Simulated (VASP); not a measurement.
Here is a VASP 6.6.1 calculation.

Contents of INCAR:

```
PREC     = Accurate       # precision mode
ENCUT    = 520            # plane-wave cutoff, eV
EDIFF    = 1E-7           # SCF threshold, eV
ISMEAR   = 0              # smearing method
SIGMA    = 0.1            # smearing width, eV
LREAL    = False          # projectors in reciprocal space
LASPH    = True           # aspherical terms in the spheres
NELM     = 100            # most SCF steps
ALGO     = Fast           # electronic algorithm
ISIF     = 2              # what is computed and relaxed
LWAVE    = False          # write WAVECAR
LCHARG   = False          # write CHGCAR
NBANDS   = 28             # bands
```

File KPOINTS:

```
regular mesh
0
Gamma
  9 9 2
```

The input POSCAR:

```
Ti3Al
1.0
    2.9275422200      0.0000000000      0.0000000000
   -1.4637711100      2.5353259400      0.0000000000
    0.0000000000      0.0000000000      9.2263620000
Ti Al
3 1
Direct
    0.6666666700      0.3333333300      0.0000000000
    0.3333333300      0.6666666700      0.7505940000
    0.3333333300      0.6666666700      0.2494060000
    0.6666666700      0.3333333300      0.5000000000
```

Potentials or basis: VASP PAW LDA potentials, release 64 (Ti_sv, Al).

Launch:

```bash
$ cat potpaw_LDA.64/Ti_sv/POTCAR potpaw_LDA.64/Al/POTCAR > POTCAR
$ mpirun -np 1 vasp_std > vasp.out
```

Question: What does it give for the largest force?

Answer: 0.157 eV/Å.

Question: What does it give for the band gap on the k mesh?

Answer: Zero (an odd number of electrons rules out a gap without spin polarisation).

Question: Predict the pressure.

Answer: -7.1 GPa.

Forces on the atoms (eV/Å):
```
Ti   0.000  0.000  0.000
Ti   0.000  0.000  0.157
Ti   0.000  0.000 -0.157
Al   0.000  0.000  0.000
```

Caveat: the cell stands under tension.
